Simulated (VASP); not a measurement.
# PtS2 (P1) in VASP: notebook

The runs below take PtS2 through single point, with PBEsol.

All numbers are computed with VASP 6.6.1; they aren't measurements. Logs are shortened: lines on timing, memory, paths and dates and some standing lists are left out, and cuts for length are marked.

### 1 The cell of the first run

The typed cell holds 3 atoms: a = 3.543 Å, b = 3.543 Å, c = 5.039 Å, α = 90.00°, β = 90.00°, γ = 120.00°.

### 2 Single point, PBEsol (atom 2 (S) moved by (-0.100, -0.100) A along x and y)

Contents of INCAR:

```
SYSTEM = PtS2
PREC = Accurate
ENCUT = 520
EDIFF = 1E-7
ISMEAR = 0
SIGMA = 0.05
LREAL = .False.
LASPH = .True.
NELM = 60
ALGO = Normal
ISIF = 2
LWAVE = .False.
LCHARG = .False.
GGA = PS
NBANDS = 18
```

Contents of KPOINTS:

```
regular mesh
0
Gamma
  12 12 8
  0 0 0
```

Contents of POSCAR:

```
PtS2
1.0
    3.5431994758      0.0000000000      0.0000000000
   -1.7715997379      3.0685007567      0.0000000000
    0.0000000000      0.0000000000      5.0388000000
Pt S
1 2
Direct
    0.0000000000      0.0000000000      0.0000000000
    0.2888156515      0.6340774617      0.2500000000
    0.6666666667      0.3333333333      0.7500000000
```

Potentials or basis: VASP PAW PBE potentials, release 64 (Pt, S).

Launch:

```
cat potpaw_PBE.64/Pt/POTCAR potpaw_PBE.64/S/POTCAR > POTCAR
mpirun -np 1 vasp_std > vasp.out
```

OUTCAR:

```text
SYSTEM = PtS2
   PREC = Accurate
   ENCUT = 520
   EDIFF = 1E-7
   ISMEAR = 0
   LREAL = .False.
   LASPH = .True.
   NELM = 60
   ISIF = 2
   GGA = PS

 ion  position               nearest neighbor table
   1  0.000  0.000  0.000-   2 2.32   2 2.38   3 2.40   3 2.40   3 2.40   2 2.52
   2  0.289  0.634  0.250-   1 2.32   1 2.38   1 2.52
   3  0.667  0.333  0.750-   1 2.40   1 2.40   1 2.40

  LATTYP: Found a hexagonal cell.
 ALAT       =     3.5431994758
 C/A-ratio  =     1.4221045229

  Lattice vectors:

 A1 = (   3.5431994758,   0.0000000000,   0.0000000000)
 A2 = (  -1.7715997379,   3.0685007567,   0.0000000000)
 A3 = (   0.0000000000,   0.0000000000,   5.0388000000)

Analysis of symmetry for initial positions (statically):
=====================================================================
 Subroutine PRICEL returns:
 Original cell was already a primitive cell.

 Routine SETGRP: Setting up the symmetry group for a
 hexagonal supercell.

 Subroutine GETGRP returns: Found  1 space group operations
 (whereof  1 operations were pure point group operations)
 out of a pool of 24 trial point group operations.

The static configuration has the point symmetry C_1 .

Analysis of symmetry for dynamics (positions and initial velocities):
=====================================================================
 Subroutine PRICEL returns:
 Original cell was already a primitive cell.

 Routine SETGRP: Setting up the symmetry group for a
 hexagonal supercell.

 Subroutine GETGRP returns: Found  1 space group operations
 (whereof  1 operations were pure point group operations)
 out of a pool of 24 trial point group operations.

The dynamic configuration has the point symmetry C_1 .

 Subroutine INISYM returns: Found  1 space group operations
 (whereof  1 operations are pure point group operations),
 and found     1 'primitive' translations

----------------------------------------------------------------------------------------

                                     Primitive cell

  volume of cell :      54.7834

  direct lattice vectors                    reciprocal lattice vectors
     3.543199476  0.000000000  0.000000000     0.282230794  0.162946025  0.000000000
    -1.771599738  3.068500757  0.000000000     0.000000000  0.325892049  0.000000000
     0.000000000  0.000000000  5.038800000     0.000000000  0.000000000  0.198459951

  length of vectors
     3.543199476  3.543199476  5.038800000     0.325892049  0.325892049  0.198459951

  position of ions in fractional coordinates (direct lattice)
     0.000000000  0.000000000  0.000000000
     0.288815652  0.634077462  0.250000000
     0.666666667  0.333333333  0.750000000

  ion indices of the primitive-cell ions
   primitive index   ion index
                 1           1
                 2           2
                 3           3

----------------------------------------------------------------------------------------

 KPOINTS: regular mesh

Automatic generation of k-mesh.
 Grid dimensions read from file:
 generate k-points for:   12   12    8

 Generating k-lattice:

  Cartesian coordinates                     Fractional coordinates (reciprocal lattice)
     0.023519233  0.013578835  0.000000000     0.083333333  0.000000000  0.000000000
     0.000000000  0.027157671  0.000000000     0.000000000  0.083333333  0.000000000
     0.000000000  0.000000000  0.024807494     0.000000000  0.000000000  0.125000000

  Length of vectors
     0.027157671  0.027157671  0.024807494

  Shift w.r.t. Gamma in fractional coordinates (k-lattice)
     0.000000000  0.000000000  0.000000000

 Subroutine IBZKPT returns following result:
 ===========================================

 Found    580 irreducible k-points:

 Following reciprocal coordinates:
            Coordinates               Weight
  0.000000  0.000000  0.000000      1.000000
  0.083333  0.000000  0.000000      2.000000
  0.000000  0.083333  0.000000      2.000000
 -0.083333  0.083333  0.000000      2.000000
  0.166667  0.000000  0.000000      2.000000
  0.000000  0.166667  0.000000      2.000000
[... 16 lines left out ...]
  0.166667  0.083333  0.000000      2.000000
 -0.083333  0.250000  0.000000      2.000000
 [... further k-points ...]
   k-points           NKPTS =    580   k-points in BZ     NKDIM =    580   number of bands    NBANDS=     18
   number of dos      NEDOS =    301   number of ions     NIONS =      3
   total plane-waves  NPLWV =  31360
   dimension x,y,z NGX =    28 NGY =   28 NGZ =   40
   dimension x,y,z NGXF=    56 NGYF=   56 NGZF=   80
   ions per type =               1   2
   NGX,Y,Z   is equivalent  to a cutoff of  13.14, 13.14, 13.20 a.u.
   NGXF,Y,Z  is equivalent  to a cutoff of  26.28, 26.28, 26.39 a.u.
 SYSTEM =  PtS2
   PREC   = accura    normal or accurate (medium, high low for compatibility)
   ISTART =      0    job   : 0-new  1-cont  2-samecut
   ICHARG =      2    charge: 1-file 2-atom 10-const
   ISPIN  =      1    spin polarized calculation?
   LNONCOLLINEAR =      F non collinear calculations
   LSORBIT =      F    spin-orbit coupling
   LASPH  =      T    aspherical Exc in radial PAW
   ENCUT  =  520.0 eV  38.22 Ry    6.18 a.u.   6.59  6.59  9.37*2*pi/ulx,y,z
   NELM   =     60;   NELMIN=  2; NELMDL= -5     # of ELM steps
   EDIFF  = 0.1E-06   stopping-criterion for ELM
   LREAL  =      F    real-space projection
   EDIFFG = 0.1E-05   stopping-criterion for IOM
   NSW    =      0    number of steps for IOM
   IBRION =     -1    ionic relax: 0-MD 1-quasi-New 2-CG
   NFREE  =      0    steps in history (QN), initial steepest desc. (CG)
   ISIF   =      2    stress and relaxation
   ISYM   =      2    0-nonsym 1-usesym 2-fastsym
   POTIM  = 0.5000    time-step for ionic-motion
   TEBEG  =    0.0;   TEEND  =   0.0 temperature during run
   PSTRESS=    0.0 pullay stress
   NELECT =      22.0000    total number of electrons
   NUPDOWN=      -1.0000    fix difference up-down
   EMIN   =  10.00;   EMAX   =-10.00  energy-range for DOS
   EFERMI =   0.00;   METHOD = LEGACY
   ISMEAR =     0;   SIGMA  =   0.05  broadening in eV -4-tet -1-fermi 0-gaus
   EFERMI_NEDOS =   21; number of points for ismear=-14 and -15
   IALGO  =     38    algorithm
   IMIX   =      4    mixing-type and parameters
     AMIX     =   0.40;   BMIX     =  1.00
     AMIX_MAG =   1.60;   BMIX_MAG =  1.00
  volume/ion in A,a.u.               =      18.26       123.23
  Fermi-wavevector in a.u.,A,eV,Ry     =   1.207812  2.282434 19.848319  1.458810
  Thomas-Fermi vector in A             =   2.343439
   LORBIT       =      0    0 simple, 1 ext, 2 COOP (PROOUT), +10 PAW based schemes
   GGA     = PS    functional components
   LHFCALC =     F    Hartree Fock is set to
   AEXX    =    0.0000 exact exchange contribution
   IVDW    =     0    specifies the selected vdW correction
   LEPSILON=     F    determine dielectric tensor
   LRPA    =     F    only Hartree local field effects (RPA)
 non-spin polarized calculation
 Gauss-broadening in eV      SIGMA  =   0.05
  energy-cutoff  :      520.00
  volume of cell :       54.78
 maximum number of plane-waves:      1507
   NGX = 13   NGY = 13   NGZ = 19

 number of electron      22.0000000 magnetization

 Free energy of the ion-electron system (eV)
  ---------------------------------------------------
  ext. energy  EPLUGINS =         0.00000000
  ---------------------------------------------------
  free energy    TOTEN  =       -16.88488350 eV

  energy without entropy =      -16.88488350  energy(sigma->0) =      -16.88488350

 E-fermi :   6.9554     XC(G=0): -10.8836

 val. band max:        6.7716024035   @ k =   0.0000   0.0000   0.0000
 cond. band min:       7.1445628242   @ k =  -0.2500  -0.0833   0.2500
 fundamental gap:      0.3729604207
 Fermi energy:         6.9553503788

 k-point     1 :       0.0000    0.0000    0.0000
  band No.  band energies     occupation
      1      -8.5184      2.00000
      2      -5.6470      2.00000
      3      -0.3788      2.00000
      4       0.1950      2.00000
      5       0.4000      2.00000
      6       2.8668      2.00000
[... 10 lines left out ...]
     17      14.9518      0.00000
     18      19.2533      0.00000

 k-point     2 :       0.0833    0.0000    0.0000
  band No.  band energies     occupation
      1      -8.4332      2.00000
      2      -5.6798      2.00000
      3      -0.2906      2.00000
      4       0.2393      2.00000
      5       0.4458      2.00000
      6       2.8024      2.00000
[... 10 lines left out ...]
     17      15.2049      0.00000
     18      18.2487      0.00000

 k-point     3 :       0.0000    0.0833    0.0000
  band No.  band energies     occupation
      1      -8.4289      2.00000
      2      -5.6881      2.00000
      3      -0.2756      2.00000
      4       0.2561      2.00000
      5       0.4619      2.00000
      6       2.7068      2.00000
[... 10 lines left out ...]
     17      14.9114      0.00000
     18      17.7659      0.00000

 k-point     4 :      -0.0833    0.0833    0.0000
  band No.  band energies     occupation
      1      -8.4299      2.00000
      2      -5.6859      2.00000
      3      -0.2790      2.00000
      4       0.2506      2.00000
      5       0.4572      2.00000
      6       2.7036      2.00000
[... 375 lines left out ...]
      4       0.3312      2.00000
      5       0.5399      2.00000
      6       2.5439      2.00000
[... 10 lines left out ...]
     17      15.6134      0.00000
     18      17.0427      0.00000

 k-point    23 :       0.1667    0.0833    0.0000
  band No.  band energies     occupation
      1      -7.9493      2.00000
      2      -5.8591      2.00000
      3       0.1795      2.00000
      4       0.4821      2.00000
      5       0.7591      2.00000
      6       2.1093      2.00000
[... 10 lines left out ...]
     17      15.7610      0.00000
     18      16.1936      0.00000

 k-point    24 :      -0.0833    0.2500    0.0000
  band No.  band energies     occupation
      1      -7.9214      2.00000
      2      -5.8972      2.00000
      3       0.3109      2.00000
      4       0.5951      2.00000
      5       0.7913      2.00000
      6       1.8666      2.00000
[... 10 lines left out ...]
     17      15.5242      0.00000
     18      16.1604      0.00000

 [... further k-points ...]

------------------------ aborting loop because EDIFF is reached ----------------------------------------

  FORCE on cell =-STRESS in cart. coord.  units (eV):
  Direction    XX          YY          ZZ          XY          YZ          ZX
  --------------------------------------------------------------------------------------
  -------------------------------------------------------------------------------------
  Total       -1.0547222     -0.0498830     -1.3140456     -0.3989905      1.0280657      0.8144256
  in kB      -30.8460598     -1.4588611    -38.4301475    -11.6687457     30.0664742     23.8184236
  external PRESSURE =     -23.5783561 kB  Pullay stress =       0.0000000 kB

 VOLUME and BASIS-vectors are now :
 -----------------------------------------------------------------------------
  energy-cutoff  :      520.00
  volume of cell :       54.78
      direct lattice vectors                 reciprocal lattice vectors
     3.543199476  0.000000000  0.000000000     0.282230794  0.162946025  0.000000000
    -1.771599738  3.068500757  0.000000000     0.000000000  0.325892049  0.000000000
     0.000000000  0.000000000  5.038800000     0.000000000  0.000000000  0.198459951

 POSITION                                       TOTAL-FORCE (eV/Angst)
 -----------------------------------------------------------------------------------
      0.00000      0.00000      0.00000        -0.653255     -0.791751     -0.161021
     -0.10000      1.94567      1.25970         0.697705      0.852827     -0.400160
      1.77160      1.02283      3.77910        -0.044450     -0.061076      0.561181
 -----------------------------------------------------------------------------------
    total drift:                               -0.000022     -0.000043     -0.000013

  FREE ENERGIE OF THE ION-ELECTRON SYSTEM (eV)
  ---------------------------------------------------
  free  energy   TOTEN  =       -16.8848835046 eV

  energy  without entropy=      -16.8848835045  energy(sigma->0) =      -16.88488350
```

It took 3.3 min on 1 thread of Intel Xeon 6975P-C (Granite Rapids), shared host; peak memory 0.61 GiB.

Results:

* Free energy: -16.8849 eV
* Pressure: -2.4 GPa
* Largest force: 1.172 eV/Å
* Band gap on the k mesh: 0.37 eV (least direct gap 0.56 eV)

Forces on the atoms (eV/Å):
```
Pt  -0.653 -0.792 -0.161
S    0.698  0.853 -0.400
S   -0.044 -0.061  0.561
```

Stress tensor (GPa, compression positive):
```
-3.08 -1.17  2.38
-1.17 -0.15  3.01
 2.38  3.01 -3.84
```

Caveat: the cell differs from its parent crystal (atom 2 (S) moved by (-0.100, -0.100) A along x and y); the PAW data sets were made with another functional, which shifts forces and pressure a little; spin-orbit coupling is left out, which moves the levels of the heavy elements.

(Part 1 of 2 ends here.)
